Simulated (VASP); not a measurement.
# Sb in VASP: further runs

Runs on Sb. Level: PBE. Tasks: single point.

Everything below comes from runs of VASP 6.6.1. Logs are shortened: lines on timing, memory, paths and dates and some standing lists are left out, and cuts for length are marked.

## 1. The cell of the first run

Symmetry: P6_3/mmc, No. 194, hexagonal system. Conventional cell: a = 3.365 Å, b = 3.365 Å, c = 5.591 Å, α = 90.00°, β = 90.00°, γ = 120.00°. Within 4.4 Å of Sb (site symmetry -6m2) lie 12 Sb at 3.37 to 3.40 Å.

This isn't the form of Sb at room conditions, which is rhombohedral.

## 2. Single point, PBE

Contents of INCAR:

```
SYSTEM = Sb
PREC = Accurate ; ENCUT = 520
EDIFF = 1E-7 ; ISMEAR = 0
SIGMA = 0.2 ; LREAL = .FALSE.
LASPH = .TRUE. ; NELM = 80
ALGO = Normal ; ISIF = 2
LWAVE = .FALSE. ; LCHARG = .FALSE.
GGA = PE ; NBANDS = 18
```

Contents of KPOINTS:

```
regular mesh
0
G
  6 6 2
  0 0 0
```

Contents of POSCAR:

```
Sb
1.0
    3.3654005297      0.0000000000      0.0000000000
   -1.6827002649      2.9145223526      0.0000000000
    0.0000000000      0.0000000000     11.1822405398
Sb
4
Direct
    0.3333333333      0.6666666667      0.3750000000
    0.3333333333      0.6666666667      0.8750000000
    0.6666666667      0.3333333333      0.1250000000
    0.6666666667      0.3333333333      0.6250000000
```

Potentials or basis: VASP PAW PBE potentials, release 64 (Sb).

Run with:

```sh
> cat potpaw_PBE.64/Sb/POTCAR > POTCAR
> mpirun -np 1 vasp_std > vasp.out
```

OUTCAR:

```text
SYSTEM = Sb
   PREC = Accurate
   ENCUT = 520
   EDIFF = 1E-7
   ISMEAR = 0
   LREAL = .FALSE.
   LASPH = .TRUE.
   NELM = 80
   ISIF = 2
   GGA = PE

 ion  position               nearest neighbor table
   1  0.333  0.667  0.375-   3 3.40   4 3.40   3 3.40   4 3.40   3 3.40   4 3.40
   2  0.333  0.667  0.875-   3 3.40   4 3.40   3 3.40   4 3.40   3 3.40   4 3.40
   3  0.667  0.333  0.125-   1 3.40   2 3.40   1 3.40   2 3.40   1 3.40   2 3.40
   4  0.667  0.333  0.625-   1 3.40   2 3.40   1 3.40   2 3.40   1 3.40   2 3.40

  LATTYP: Found a hexagonal cell.
 ALAT       =     3.3654005297
 C/A-ratio  =     3.3227071908

  Lattice vectors:

 A1 = (   3.3654005297,   0.0000000000,   0.0000000000)
 A2 = (  -1.6827002649,   2.9145223526,   0.0000000000)
 A3 = (   0.0000000000,   0.0000000000,  11.1822405398)

Analysis of symmetry for initial positions (statically):
=====================================================================
 Subroutine PRICEL returns following result:

  LATTYP: Found a hexagonal cell.
 ALAT       =     3.3654005297
 C/A-ratio  =     1.6613535954

  Lattice vectors:

 A1 = (   3.3654005297,   0.0000000000,   0.0000000000)
 A2 = (  -1.6827002649,   2.9145223526,   0.0000000000)
 A3 = (   0.0000000000,   0.0000000000,   5.5911202699)

   2 primitive cells build up your supercell.

 Routine SETGRP: Setting up the symmetry group for a
 hexagonal supercell.

 Subroutine GETGRP returns: Found 24 space group operations
 (whereof 12 operations were pure point group operations)
 out of a pool of 24 trial point group operations.

The static configuration has the point symmetry D_3d.
 The point group associated with its full space group is D_6h.

Analysis of symmetry for dynamics (positions and initial velocities):
=====================================================================
 Subroutine PRICEL returns following result:

  LATTYP: Found a hexagonal cell.
 ALAT       =     3.3654005297
 C/A-ratio  =     1.6613535954

  Lattice vectors:

 A1 = (   3.3654005297,   0.0000000000,   0.0000000000)
 A2 = (  -1.6827002649,   2.9145223526,   0.0000000000)
 A3 = (   0.0000000000,   0.0000000000,   5.5911202699)

   2 primitive cells build up your supercell.

 Routine SETGRP: Setting up the symmetry group for a
 hexagonal supercell.

 Subroutine GETGRP returns: Found 24 space group operations
 (whereof 12 operations were pure point group operations)
 out of a pool of 24 trial point group operations.

The dynamic configuration has the point symmetry D_3d.
 The point group associated with its full space group is D_6h.

 Subroutine INISYM returns: Found 24 space group operations
 (whereof 12 operations are pure point group operations),
 and found     2 'primitive' translations

----------------------------------------------------------------------------------------

                                     Primitive cell

  volume of cell :      54.8407

  direct lattice vectors                    reciprocal lattice vectors
     3.365400530  0.000000000  0.000000000     0.297141452  0.171554697  0.000000000
    -1.682700265  2.914522353  0.000000000     0.000000000  0.343109395  0.000000000
     0.000000000  0.000000000  5.591120270     0.000000000  0.000000000  0.178855033

  length of vectors
     3.365400530  3.365400530  5.591120270     0.343109395  0.343109395  0.178855033

  position of ions in fractional coordinates (direct lattice)
     0.333333333  0.666666667  0.750000000
     0.666666667  0.333333333  0.250000000

  ion indices of the primitive-cell ions
   primitive index   ion index
                 1           1
                 2           3

----------------------------------------------------------------------------------------

 KPOINTS: regular mesh

Automatic generation of k-mesh.
 Grid dimensions read from file:
 generate k-points for:    6    6    2

 Generating k-lattice:

  Cartesian coordinates                     Fractional coordinates (reciprocal lattice)
     0.049523575  0.028592450  0.000000000     0.166666667  0.000000000  0.000000000
     0.000000000  0.057184899  0.000000000     0.000000000  0.166666667  0.000000000
     0.000000000  0.000000000  0.044713758     0.000000000  0.000000000  0.500000000

  Length of vectors
     0.057184899  0.057184899  0.044713758

  Shift w.r.t. Gamma in fractional coordinates (k-lattice)
     0.000000000  0.000000000  0.000000000

 Subroutine IBZKPT returns following result:
 ===========================================

 Found     14 irreducible k-points:

 Following reciprocal coordinates:
            Coordinates               Weight
  0.000000  0.000000  0.000000      1.000000
  0.166667  0.000000  0.000000      6.000000
  0.333333  0.000000  0.000000      6.000000
  0.500000  0.000000  0.000000      3.000000
  0.166667  0.166667  0.000000      6.000000
  0.333333  0.166667  0.000000     12.000000
  0.333333  0.333333  0.000000      2.000000
  0.000000  0.000000  0.500000      1.000000
  0.166667  0.000000  0.500000      6.000000
  0.333333  0.000000  0.500000      6.000000
  0.500000  0.000000  0.500000      3.000000
  0.166667  0.166667  0.500000      6.000000
  0.333333  0.166667  0.500000     12.000000
  0.333333  0.333333  0.500000      2.000000
   k-points           NKPTS =     14   k-points in BZ     NKDIM =     14   number of bands    NBANDS=     18
   number of dos      NEDOS =    301   number of ions     NIONS =      4
   total plane-waves  NPLWV =  65856
   dimension x,y,z NGX =    28 NGY =   28 NGZ =   84
   dimension x,y,z NGXF=    56 NGYF=   56 NGZF=  168
   ions per type =               4
   NGX,Y,Z   is equivalent  to a cutoff of  13.83, 13.83, 12.49 a.u.
   NGXF,Y,Z  is equivalent  to a cutoff of  27.66, 27.66, 24.98 a.u.
 SYSTEM =  Sb
   PREC   = accura    normal or accurate (medium, high low for compatibility)
   ISTART =      0    job   : 0-new  1-cont  2-samecut
   ICHARG =      2    charge: 1-file 2-atom 10-const
   ISPIN  =      1    spin polarized calculation?
   LNONCOLLINEAR =      F non collinear calculations
   LSORBIT =      F    spin-orbit coupling
   LASPH  =      T    aspherical Exc in radial PAW
   ENCUT  =  520.0 eV  38.22 Ry    6.18 a.u.   6.26  6.26 20.79*2*pi/ulx,y,z
   NELM   =     80;   NELMIN=  2; NELMDL= -5     # of ELM steps
   EDIFF  = 0.1E-06   stopping-criterion for ELM
   LREAL  =      F    real-space projection
   EDIFFG = 0.1E-05   stopping-criterion for IOM
   NSW    =      0    number of steps for IOM
   IBRION =     -1    ionic relax: 0-MD 1-quasi-New 2-CG
   NFREE  =      0    steps in history (QN), initial steepest desc. (CG)
   ISIF   =      2    stress and relaxation
   ISYM   =      2    0-nonsym 1-usesym 2-fastsym
   POTIM  = 0.5000    time-step for ionic-motion
   TEBEG  =    0.0;   TEEND  =   0.0 temperature during run
   PSTRESS=    0.0 pullay stress
   NELECT =      20.0000    total number of electrons
   NUPDOWN=      -1.0000    fix difference up-down
   EMIN   =  10.00;   EMAX   =-10.00  energy-range for DOS
   EFERMI =   0.00;   METHOD = LEGACY
   ISMEAR =     0;   SIGMA  =   0.20  broadening in eV -4-tet -1-fermi 0-gaus
   EFERMI_NEDOS =   21; number of points for ismear=-14 and -15
   IALGO  =     38    algorithm
   IMIX   =      4    mixing-type and parameters
     AMIX     =   0.40;   BMIX     =  1.00
     AMIX_MAG =   1.60;   BMIX_MAG =  1.00
  volume/ion in A,a.u.               =      27.42       185.04
  Fermi-wavevector in a.u.,A,eV,Ry     =   0.928340  1.754309 11.725713  0.861816
  Thomas-Fermi vector in A             =   2.054506
   LORBIT       =      0    0 simple, 1 ext, 2 COOP (PROOUT), +10 PAW based schemes
   GGA     = PE    functional components
   LHFCALC =     F    Hartree Fock is set to
   AEXX    =    0.0000 exact exchange contribution
   IVDW    =     0    specifies the selected vdW correction
   LEPSILON=     F    determine dielectric tensor
   LRPA    =     F    only Hartree local field effects (RPA)
 non-spin polarized calculation
 Gauss-broadening in eV      SIGMA  =   0.20
  energy-cutoff  :      520.00
  volume of cell :      109.68
 maximum number of plane-waves:      2993
 NGX is ok and might be reduce to    28

 number of electron      20.0000001 magnetization

 Free energy of the ion-electron system (eV)
  ---------------------------------------------------
  ext. energy  EPLUGINS =         0.00000000
  ---------------------------------------------------
  free energy    TOTEN  =       -15.70461750 eV

  energy without entropy =      -15.69176156  energy(sigma->0) =      -15.69818953

 E-fermi :   8.3644     XC(G=0): -10.1532

 val. band max:        8.2012673122   @ k =   0.5000   0.0000   0.0000
 cond. band min:       8.5494909698   @ k =   0.1667   0.1667   0.0000
 fundamental gap:      0.3482236576
 Fermi energy:         8.3643579077

 k-point     1 :       0.0000    0.0000    0.0000
  band No.  band energies     occupation
      1      -4.4967      2.00000
      2      -3.3350      2.00000
      3      -3.3350      2.00000
      4      -1.0053      2.00000
      5       2.5745      2.00000
      6       7.2871      2.00000
[... 10 lines left out ...]
     17      16.1195      0.00000
     18      17.0160      0.00000

 k-point     2 :       0.1667    0.0000    0.0000
  band No.  band energies     occupation
      1      -4.0114      2.00000
      2      -2.8583      2.00000
      3      -2.8583      2.00000
      4      -0.5807      2.00000
      5       3.0790      2.00000
      6       7.5377      2.00000
[... 10 lines left out ...]
     17      15.0852      0.00000
     18      15.4146      0.00000

 k-point     3 :       0.3333    0.0000    0.0000
  band No.  band energies     occupation
      1      -2.5977      2.00000
      2      -1.4967      2.00000
      3      -1.4967      2.00000
      4       0.4577      2.00000
      5       4.5282      2.00000
      6       4.7817      2.00000
[... 202 lines left out ...]
 k-point    13 :       0.3333    0.1667    0.5000
  band No.  band energies     occupation
      1      -1.0520      2.00000
      2      -1.0520      2.00000
      3       0.4610      2.00000
      4       0.4610      2.00000
      5       3.7202      2.00000
      6       3.7202      2.00000
[... 10 lines left out ...]
     17      14.4824      0.00000
     18      14.4824      0.00000

 k-point    14 :       0.3333    0.3333    0.5000
  band No.  band energies     occupation
      1       0.3451      2.00000
      2       0.3451      2.00000
      3       0.3451      2.00000
      4       0.3451      2.00000
      5       4.2568      2.00000
      6       4.2568      2.00000
[... 10 lines left out ...]
     17      13.1918      0.00000
     18      13.1918      0.00000

------------------------ aborting loop because EDIFF is reached ----------------------------------------

  FORCE on cell =-STRESS in cart. coord.  units (eV):
  Direction    XX          YY          ZZ          XY          YZ          ZX
  --------------------------------------------------------------------------------------
  -------------------------------------------------------------------------------------
  Total       -0.8309589     -0.8309589      0.8993940      0.0000000      0.0000000      0.0000000
  in kB      -12.1382795    -12.1382795     13.1379492      0.0000000      0.0000000      0.0000000
  external PRESSURE =      -3.7128699 kB  Pullay stress =       0.0000000 kB

 VOLUME and BASIS-vectors are now :
 -----------------------------------------------------------------------------
  energy-cutoff  :      520.00
  volume of cell :      109.68
      direct lattice vectors                 reciprocal lattice vectors
     3.365400530  0.000000000  0.000000000     0.297141452  0.171554697  0.000000000
    -1.682700265  2.914522353  0.000000000     0.000000000  0.343109395  0.000000000
     0.000000000  0.000000000 11.182240540     0.000000000  0.000000000  0.089427516

 POSITION                                       TOTAL-FORCE (eV/Angst)
 -----------------------------------------------------------------------------------
     -0.00000      1.94301      4.19334        -0.000000      0.000000     -0.000000
     -0.00000      1.94301      9.78446        -0.000000      0.000000     -0.000000
      1.68270      0.97151      1.39778         0.000000     -0.000000      0.000000
      1.68270      0.97151      6.98890         0.000000     -0.000000      0.000000
 -----------------------------------------------------------------------------------
    total drift:                               -0.000000      0.000000      0.000000

  FREE ENERGIE OF THE ION-ELECTRON SYSTEM (eV)
  ---------------------------------------------------
  free  energy   TOTEN  =       -15.7046175042 eV

  energy  without entropy=      -15.6917615636  energy(sigma->0) =      -15.69818953
```

Run time: 44 s. Hardware: 1 thread of Intel Xeon Platinum 8488C (Sapphire Rapids), shared host; peak memory 0.23 GiB.

Results:

```yaml
Free_energy: -15.7046 eV
Pressure: -0.4 GPa
Band_gap_on_the_k_mesh: zero (bands 10 and 11 overlap by 6.69 eV)
```

Caveat: spin-orbit coupling is left out, which moves the levels of the heavy elements.

## 3. Single point, PBE

This run uses another cell than the first one: it holds 6 atoms, not 4.

Contents of INCAR:

```
ALGO     = Normal         # electronic algorithm
EDIFF    = 1E-6           # SCF threshold, eV
ENCUT    = 520            # plane-wave cutoff, eV
GGA      = PE             # functional
ISIF     = 2              # what is computed and relaxed
ISMEAR   = 0              # smearing method
LASPH    = True           # aspherical terms in the spheres
LCHARG   = False          # write CHGCAR
LREAL    = False          # projectors in reciprocal space
LWAVE    = False          # write WAVECAR
NBANDS   = 24             # bands
NELM     = 60             # most SCF steps
PREC     = Accurate       # precision mode
SIGMA    = 0.1            # smearing width, eV
```

Contents of KPOINTS:

```
k-points
0
Gamma
  6 6 1
```

Contents of POSCAR:

```
Sb
1.0
    3.3531125711     -0.0000000028      0.0000000000
   -1.6765562832      2.9038806697      0.0000000000
    0.0000000000      0.0000000000     16.7894667791
Sb
6
Direct
    0.6666666667      0.3333333333      0.6666786257
    0.6666666667      0.3333333333      0.3333213743
    0.6666666667      0.3333333333      0.0000000000
    0.0000000000      0.0000000000      0.8333194252
    0.0000000000      0.0000000000      0.5000000000
    0.0000000000      0.0000000000      0.1666805748
```

Potentials or basis: VASP PAW PBE potentials, release 64 (Sb).

Run with:

```sh
> cat potpaw_PBE.64/Sb/POTCAR > POTCAR
> mpirun -np 1 vasp_std > vasp.out
```

Wall time 46 s (1 thread of Intel Xeon Platinum 8488C (Sapphire Rapids), shared host); peak memory 0.29 GiB.

The run converged. Its results:

```
Free energy            : -23.3636 eV
Pressure               : -0.2 GPa
Band gap on the k mesh : zero (bands 15 and 16 overlap by 6.40 eV)
```

Levels at points of the mesh, in eV from the Fermi level:
```
           k point  band 13  band 14  band 15  band 16  band 17  band 18
(0.00, 0.00, 0.00)     3.83     4.19     4.19     4.19     4.19     4.97
(0.50, 0.00, 0.00)    -2.15    -0.05     0.24     0.24     0.62     1.15
```

Caveat: the k points lie up to 0.37 Å⁻¹ apart, too coarse for converged energies and pressures of a metal; spin-orbit coupling is left out, which moves the levels of the heavy elements.

## 4. Single point, PBE

This run uses another cell than the first one: it holds 6 atoms, not 4.

Contents of INCAR:

```
SYSTEM = Sb
PREC = Accurate
ENCUT = 520
EDIFF = 1E-6
ISMEAR = 0
SIGMA = 0.1
LREAL = .False.
LASPH = .True.
NELM = 80
ALGO = Normal
ISIF = 2
LWAVE = .False.
LCHARG = .True.
GGA = PE
LELF = .True.
LVHAR = .True.
NBANDS = 24
```

Contents of KPOINTS:

```
Automatic mesh
0
Gamma
  6 6 1
  0 0 0
```

Contents of POSCAR:

```
Sb
1.0
    3.4908476700      0.0000000000      0.0000000000
   -1.7454238300      3.0231627600      0.0000000000
    0.0000000000      0.0000000000     17.0328287200
Sb
6
Direct
    0.6666666700      0.3333333300      0.6667871500
    0.6666666700      0.3333333300      0.3332128500
    0.6666666700      0.3333333300      0.0000000000
    0.0000000000      0.0000000000      0.8290675900
    0.0000000000      0.0000000000      0.5000000000
    0.0000000000      0.0000000000      0.1709324100
```

Run with:

```sh
> cat potpaw_PBE.64/Sb/POTCAR > POTCAR
> mpirun -np 1 vasp_std > vasp.out
```

It took 58 s on 1 thread of Intel Xeon Platinum 8488C (Sapphire Rapids), shared host; peak memory 0.3 GiB.

It converged, with:

| Item | Value |
| --- | --- |
| Free energy | -23.0282 eV |
| Pressure | -4.9 GPa |
| Largest force | 0.190 eV/Å |
| Band gap on the k mesh | zero (bands 15 and 16 overlap by 5.34 eV) |

Forces on the atoms (eV/Å):
```
Sb   0.000  0.000 -0.085
Sb   0.000  0.000  0.085
Sb   0.000  0.000  0.000
Sb   0.000  0.000  0.190
Sb   0.000  0.000  0.000
Sb   0.000  0.000 -0.190
```

Stress tensor (GPa, compression positive):
```
-6.13  0.00  0.00
 0.00 -6.13  0.00
 0.00  0.00 -2.30
```

Levels at points of the mesh, in eV from the Fermi level:
```tsv
k point	band 12	band 13	band 14	band 15	band 16	band 17	band 18	band 19
(0.00, 0.00, 0.00)	3.02	3.02	3.29	3.29	3.46	3.46	4.09	4.09
(0.50, 0.00, 0.00)	-2.78	-2.02	-0.02	0.12	0.22	0.29	0.70	0.92
```

Caveat: the k points lie up to 0.37 Å⁻¹ apart, too coarse for converged energies and pressures of a metal; spin-orbit coupling is left out, which moves the levels of the heavy elements.

## 5. Overview

```csv
cell,k mesh,smearing,gap on the mesh (eV),pressure (GPa)
"a = 3.365, b = 3.365, c = 11.182 Å, angles 90.0, 90.0, 120.0°, 4 atoms, atomic positions A",6 × 6 × 2,gaussian 0.2 eV,none,-0.4
"a = 3.353, b = 3.353, c = 16.789 Å, angles 90.0, 90.0, 120.0°, 6 atoms, atomic positions B",6 × 6 × 1,gaussian 0.1 eV,none,-0.2
"a = 3.491, b = 3.491, c = 17.033 Å, angles 90.0, 90.0, 120.0°, 6 atoms, atomic positions C",6 × 6 × 1,gaussian 0.1 eV,none,-4.9
```

Alike in all rows: task single point; level PBE; potentials or basis VASP PAW PBE potentials, release 64 (Sb); no spin polarisation; cutoff (eV) 520.

Caveats: some runs use coarse meshes; spin-orbit coupling is left out, which moves the levels of the heavy elements.

Absolute energies hang on the potentials; compare differences alone.
